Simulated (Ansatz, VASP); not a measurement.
## TePb in VASP and in Ansatz

Contents of INCAR:

```
SYSTEM = TePb
ALGO = Normal
DIPOL = 0.5 0.5 0.500
EDIFF = 1E-7
EDIFFG = -0.02
ENCUT = 450
GGA = PE
GGA_COMPAT = .False.
IBRION = 2
IDIPOL = 3
ISIF = 2
ISMEAR = 0
KPAR = 4
LASPH = .True.
LCHARG = .False.
LDIPOL = .True.
LREAL = .False.
LWAVE = .False.
NELM = 120
NELMDL = -8
NELMIN = 4
NSW = 80
PREC = Accurate
SIGMA = 0.05
```

Contents of KPOINTS:

```
k-points
0
Gamma
  6 6 1
  0 0 0
```

Contents of POSCAR:

```
TePb
1.0
    4.6453450440      0.0000000000      0.0000000000
    0.0000000000      4.6453450440      0.0000000000
    0.0000000000      0.0000000000     24.8542649447
Pb Te
4 4
Direct
    0.0000000000      0.0000000000      0.3017590750
    0.5000000000      0.5000000000      0.4339196917
    0.0000000000      0.0000000000      0.5660803083
    0.5000000000      0.5000000000      0.6982409250
    0.5000000000      0.5000000000      0.3017590750
    0.0000000000      0.0000000000      0.4339196917
    0.5000000000      0.5000000000      0.5660803083
    0.0000000000      0.0000000000      0.6982409250
```

Input for Ansatz:

```yaml
crystal:
  lattice:
    - [4.645345044, 0.0, 0.0]
    - [0.0, 4.645345044, 0.0]
    - [0.0, 0.0, 24.8542649447]
  atoms:
    - { symbol: Pb, position: [0.0, 0.0, 0.301759075] }
    - { symbol: Te, position: [0.5, 0.5, 0.301759075] }
    - { symbol: Pb, position: [0.5, 0.5, 0.4339196917] }
    - { symbol: Te, position: [0.0, 0.0, 0.4339196917] }
    - { symbol: Pb, position: [0.0, 0.0, 0.5660803083] }
    - { symbol: Te, position: [0.5, 0.5, 0.5660803083] }
    - { symbol: Pb, position: [0.5, 0.5, 0.698240925] }
    - { symbol: Te, position: [0.0, 0.0, 0.698240925] }
basis:
  ecutwfc: 420
kpoints:
  mp_grid: { grid: [6, 6, 1] }
hamiltonian:
  xc: pbe
scf:
  occupations: { method: gaussian, width: 0.05 }
output:
  forces: true
  eigenvalues: true
  write_density: true
  write_potential: true
  elf: true
  volumetric_format: npy
relax:
  adjacent_minimum: "off"
  f_tol: 0.02
  max_steps: 60
efield:
  axis: 3
  dipole_correction: true
  ramp_width: 0.04
```

Alike in both runs: task relaxation of the atoms; functional PBE; k mesh 6 × 6 × 1; occupations gaussian, width 0.05 eV; no spin polarisation.

|  | VASP | Ansatz |
| --- | --- | --- |
| version | VASP 6.6.1 | Ansatz 0.2.0 |
| potentials or method | VASP PAW PBE potentials, release 64 (Pb_d, Te), cutoff 450 eV | scalar-relativistic, plane waves, PAW |
| valence electrons in the cell | 80 | 120 |

VASP gave:

```
gap on the k mesh at the Fermi level, each at its own relaxed structure (eV) : 1.33
```

Question: Estimate Ansatz's values.

Answer: gap on the k mesh at the Fermi level, each at its own relaxed structure (eV): 1.34.

VASP's potentials hold 80 valence electrons a cell and Ansatz's 120, so a difference there can come from the potentials and not from the codes. Ansatz's warnings: xc potential rough in thin density.

Neither program's run includes spin-orbit coupling.
